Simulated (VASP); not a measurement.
# Ta (I4/mmm) in VASP: notebook

Runs on Ta. Level: PBEsol. Tasks: single point.

All numbers are computed with VASP 6.6.1; they aren't measurements. Logs are shortened: lines on timing, memory, paths and dates and some standing lists are left out, and cuts for length are marked.

## Step 1: The cell of the first run

Symmetry: I4/mmm, No. 139, tetragonal system. The conventional cell has a = 2.972 Å, b = 2.972 Å, c = 4.318 Å, α = 90.00°, β = 90.00°, γ = 90.00°. Ta (site symmetry 4/mmm) has 12 Ta at 2.97 to 3.01 Å within 3.9 Å.

## Step 2: Single point, PBEsol (19.06 Å³/atom)

The input, INCAR:

```
SYSTEM = Ta
PREC = Accurate
ENCUT = 520
EDIFF = 1E-6
ISMEAR = 0
SIGMA = 0.15
LREAL = .False.
LASPH = .True.
NELM = 100
ALGO = Fast
ISIF = 2
LWAVE = .False.
LCHARG = .False.
GGA = PS
NBANDS = 12
```

The input, KPOINTS:

```
regular mesh
0
Gamma
  22 22 22
  0 0 0
```

The input, POSCAR:

```
Ta
1.0
   -1.4857824155      1.4857824155      2.1588418497
    1.4857824155     -1.4857824155      2.1588418497
    1.4857824155      1.4857824155     -2.1588418497
Ta
1
Direct
    0.0000000000      0.0000000000      0.0000000000
```

Potentials or basis: VASP PAW PBE potentials, release 64 (Ta_pv).

Run with:

```bash
cat potpaw_PBE.64/Ta_pv/POTCAR > POTCAR
mpirun -np 1 vasp_std > vasp.out
```

OUTCAR:

```text
SYSTEM = Ta
   PREC = Accurate
   ENCUT = 520
   EDIFF = 1E-6
   ISMEAR = 0
   LREAL = .False.
   LASPH = .True.
   NELM = 100
   ISIF = 2
   GGA = PS

 ion  position               nearest neighbor table
   1  0.000  0.000  0.000-

  LATTYP: Found a body centered tetragonal cell.
 ALAT       =     2.9715648310
 C/A-ratio  =     1.4530000000

  Lattice vectors:

 A1 = (  -1.4857824155,   1.4857824155,   2.1588418497)
 A2 = (   1.4857824155,  -1.4857824155,   2.1588418497)
 A3 = (   1.4857824155,   1.4857824155,  -2.1588418497)

Analysis of symmetry for initial positions (statically):
=====================================================================
 Subroutine PRICEL returns:
 Original cell was already a primitive cell.

 Routine SETGRP: Setting up the symmetry group for a
 body centered tetragonal supercell.

 Subroutine GETGRP returns: Found 16 space group operations
 (whereof 16 operations were pure point group operations)
 out of a pool of 16 trial point group operations.

The static configuration has the point symmetry D_4h.

Analysis of symmetry for dynamics (positions and initial velocities):
=====================================================================
 Subroutine PRICEL returns:
 Original cell was already a primitive cell.

 Routine SETGRP: Setting up the symmetry group for a
 body centered tetragonal supercell.

 Subroutine GETGRP returns: Found 16 space group operations
 (whereof 16 operations were pure point group operations)
 out of a pool of 16 trial point group operations.

The dynamic configuration has the point symmetry D_4h.

 Subroutine INISYM returns: Found 16 space group operations
 (whereof 16 operations are pure point group operations),
 and found     1 'primitive' translations

----------------------------------------------------------------------------------------

                                     Primitive cell

  volume of cell :      19.0630

  direct lattice vectors                    reciprocal lattice vectors
    -1.485782415  1.485782415  2.158841850     0.000000000  0.336523030  0.231605664
     1.485782415 -1.485782415  2.158841850     0.336523030  0.000000000  0.231605664
     1.485782415  1.485782415 -2.158841850     0.336523030  0.336523030  0.000000000

  length of vectors
     3.012589734  3.012589734  3.012589734     0.408520419  0.408520419  0.475915433

  position of ions in fractional coordinates (direct lattice)
     0.000000000  0.000000000  0.000000000

  ion indices of the primitive-cell ions
   primitive index   ion index
                 1           1

----------------------------------------------------------------------------------------

 KPOINTS: regular mesh

Automatic generation of k-mesh.
 Grid dimensions read from file:
 generate k-points for:   22   22   22

 Generating k-lattice:

  Cartesian coordinates                     Fractional coordinates (reciprocal lattice)
     0.000000000  0.015296501  0.010527530     0.045454545  0.000000000  0.000000000
     0.015296501  0.000000000  0.010527530     0.000000000  0.045454545  0.000000000
     0.015296501  0.015296501  0.000000000     0.000000000  0.000000000  0.045454545

  Length of vectors
     0.018569110  0.018569110  0.021632520

  Shift w.r.t. Gamma in fractional coordinates (k-lattice)
     0.000000000  0.000000000  0.000000000

 Subroutine IBZKPT returns following result:
 ===========================================

 Found    834 irreducible k-points:

 Following reciprocal coordinates:
            Coordinates               Weight
  0.000000  0.000000  0.000000      1.000000
  0.045455 -0.000000  0.000000      8.000000
  0.090909 -0.000000  0.000000      8.000000
  0.136364 -0.000000  0.000000      8.000000
  0.181818 -0.000000  0.000000      8.000000
  0.227273 -0.000000  0.000000      8.000000
[... 16 lines left out ...]
  0.500000  0.045455  0.000000     16.000000
 -0.454545  0.045455 -0.000000     16.000000
 [... further k-points ...]
   k-points           NKPTS =    834   k-points in BZ     NKDIM =    834   number of bands    NBANDS=     12
   number of dos      NEDOS =    301   number of ions     NIONS =      1
   total plane-waves  NPLWV =  13824
   dimension x,y,z NGX =    24 NGY =   24 NGZ =   24
   dimension x,y,z NGXF=    48 NGYF=   48 NGZF=   48
   ions per type =               1
   NGX,Y,Z   is equivalent  to a cutoff of  13.24, 13.24, 13.24 a.u.
   NGXF,Y,Z  is equivalent  to a cutoff of  26.49, 26.49, 26.49 a.u.
 SYSTEM =  Ta
   PREC   = accura    normal or accurate (medium, high low for compatibility)
   ISTART =      0    job   : 0-new  1-cont  2-samecut
   ICHARG =      2    charge: 1-file 2-atom 10-const
   ISPIN  =      1    spin polarized calculation?
   LNONCOLLINEAR =      F non collinear calculations
   LSORBIT =      F    spin-orbit coupling
   LASPH  =      T    aspherical Exc in radial PAW
   ENCUT  =  520.0 eV  38.22 Ry    6.18 a.u.   5.60  5.60  5.60*2*pi/ulx,y,z
   NELM   =    100;   NELMIN=  2; NELMDL= -5     # of ELM steps
   EDIFF  = 0.1E-05   stopping-criterion for ELM
   LREAL  =      F    real-space projection
   EDIFFG = 0.1E-04   stopping-criterion for IOM
   NSW    =      0    number of steps for IOM
   IBRION =     -1    ionic relax: 0-MD 1-quasi-New 2-CG
   NFREE  =      0    steps in history (QN), initial steepest desc. (CG)
   ISIF   =      2    stress and relaxation
   ISYM   =      2    0-nonsym 1-usesym 2-fastsym
   POTIM  = 0.5000    time-step for ionic-motion
   TEBEG  =    0.0;   TEEND  =   0.0 temperature during run
   PSTRESS=    0.0 pullay stress
   NELECT =      11.0000    total number of electrons
   NUPDOWN=      -1.0000    fix difference up-down
   EMIN   =  10.00;   EMAX   =-10.00  energy-range for DOS
   EFERMI =   0.00;   METHOD = LEGACY
   ISMEAR =     0;   SIGMA  =   0.15  broadening in eV -4-tet -1-fermi 0-gaus
   EFERMI_NEDOS =   21; number of points for ismear=-14 and -15
   IALGO  =     68    algorithm
   IMIX   =      4    mixing-type and parameters
     AMIX     =   0.40;   BMIX     =  1.00
     AMIX_MAG =   1.60;   BMIX_MAG =  1.00
  volume/ion in A,a.u.               =      19.06       128.64
  Fermi-wavevector in a.u.,A,eV,Ry     =   1.362936  2.575575 25.274090  1.857593
  Thomas-Fermi vector in A             =   2.489382
   LORBIT       =      0    0 simple, 1 ext, 2 COOP (PROOUT), +10 PAW based schemes
   GGA     = PS    functional components
   LHFCALC =     F    Hartree Fock is set to
   AEXX    =    0.0000 exact exchange contribution
   IVDW    =     0    specifies the selected vdW correction
   LEPSILON=     F    determine dielectric tensor
   LRPA    =     F    only Hartree local field effects (RPA)
 non-spin polarized calculation
 RMM-DIIS sequential band-by-band and
 Gauss-broadening in eV      SIGMA  =   0.15
  energy-cutoff  :      520.00
  volume of cell :       19.06
 maximum number of plane-waves:       540
   NGX = 11   NGY = 11   NGZ = 11

 number of electron      11.0000001 magnetization

 Free energy of the ion-electron system (eV)
  ---------------------------------------------------
  ext. energy  EPLUGINS =         0.00000000
  ---------------------------------------------------
  free energy    TOTEN  =       -12.27332774 eV

  energy without entropy =      -12.25881831  energy(sigma->0) =      -12.26607303

 E-fermi :   5.2294     XC(G=0): -12.4431

 val. band max:        5.2272492250   @ k =  -0.3182  -0.4545   0.0455
 cond. band min:       5.2298672160   @ k =   0.2273   0.1364   0.0455
 fundamental gap:      0.0026179910
 Fermi energy:         5.2294160348

 k-point     1 :       0.0000    0.0000    0.0000
  band No.  band energies     occupation
      1     -28.3994      2.00000
      2     -28.3981      2.00000
      3     -28.3981      2.00000
      4      -2.8357      2.00000
      5       5.4489      0.03856
      6       5.7996      0.00000
      7       5.7996      0.00000
      8       8.3474      0.00000
      9       8.8425      0.00000
     10      17.7194      0.00000
     11      19.2876      0.00000
     12      21.9363      0.00000

 k-point     2 :       0.0455   -0.0000    0.0000
  band No.  band energies     occupation
      1     -28.4196      2.00000
      2     -28.4020      2.00000
      3     -28.4003      2.00000
      4      -2.7536      2.00000
      5       5.4483      0.03905
      6       5.7672      0.00000
      7       5.8396      0.00000
      8       8.3135      0.00000
      9       8.7982      0.00000
     10      17.8930      0.00000
     11      19.2876      0.00000
     12      21.8127      0.00000

 k-point     3 :       0.0909   -0.0000    0.0000
  band No.  band energies     occupation
      1     -28.4807      2.00000
      2     -28.4109      2.00000
      3     -28.4070      2.00000
      4      -2.5124      2.00000
      5       5.3571      0.22859
      6       5.7677      0.00000
      7       5.9505      0.00000
      8       8.2315      0.00000
      9       8.6840      0.00000
     10      18.3781      0.00000
     11      19.2864      0.00000
     12      21.0599      0.00000
[... 286 lines left out ...]
 k-point    23 :       0.5000    0.0455    0.0000
  band No.  band energies     occupation
      1     -29.3609      2.00000
      2     -28.5532      2.00000
      3     -28.5209      2.00000
      4       0.7476      2.00000
      5       5.2508      0.84021
      6       5.5014      0.01035
      7       5.9195      0.00000
      8      10.8447      0.00000
      9      11.0232      0.00000
     10      14.9654      0.00000
     11      17.4598      0.00000
     12      19.2978      0.00000

 k-point    24 :      -0.4545    0.0455   -0.0000
  band No.  band energies     occupation
      1     -29.3318      2.00000
      2     -28.5495      2.00000
      3     -28.5156      2.00000
      4       0.7037      2.00000
      5       5.2904      0.56510
      6       5.4551      0.03338
      7       5.7707      0.00000
      8      10.5608      0.00000
      9      10.8810      0.00000
     10      15.2729      0.00000
     11      17.7757      0.00000
     12      19.2991      0.00000

 [... further k-points ...]
[... 5 lines left out ...]
  --------------------------------------------------------------------------------------
  -------------------------------------------------------------------------------------
  Total       -1.1451999     -1.1451999     -0.7727825      0.0000000      0.0000000      0.0000000
  in kB      -96.2499786    -96.2499786    -64.9496171      0.0000000      0.0000000      0.0000000
  external PRESSURE =     -85.8165248 kB  Pullay stress =       0.0000000 kB

 VOLUME and BASIS-vectors are now :
 -----------------------------------------------------------------------------
  energy-cutoff  :      520.00
  volume of cell :       19.06
      direct lattice vectors                 reciprocal lattice vectors
    -1.485782415  1.485782415  2.158841850     0.000000000  0.336523030  0.231605664
     1.485782415 -1.485782415  2.158841850     0.336523030  0.000000000  0.231605664
     1.485782415  1.485782415 -2.158841850     0.336523030  0.336523030  0.000000000

 POSITION                                       TOTAL-FORCE (eV/Angst)
 -----------------------------------------------------------------------------------
      0.00000      0.00000      0.00000         0.000000      0.000000     -0.000000
 -----------------------------------------------------------------------------------
    total drift:                                0.000000      0.000000      0.000000

  FREE ENERGIE OF THE ION-ELECTRON SYSTEM (eV)
  ---------------------------------------------------
  free  energy   TOTEN  =       -12.2733277434 eV

  energy  without entropy=      -12.2588183101  energy(sigma->0) =      -12.26607303
```

It took 4.2 min on 1 thread of AMD EPYC 7R43 (Zen 3), shared host; peak memory 0.24 GiB.

What came out:

```
Free energy            : -12.2733 eV
Pressure               : -8.6 GPa
Band gap on the k mesh : zero (an odd number of electrons rules out a gap without spin polarisation)
```

Stress tensor (GPa, compression positive):
```
-9.62  0.00  0.00
 0.00 -9.62  0.00
 0.00  0.00 -6.49
```

Caveat: the cell stands under tension; the PAW data sets were made with another functional, which shifts forces and pressure a little; spin-orbit coupling is left out, which moves the levels of the heavy elements.

(Continued in part 2 of 2.)
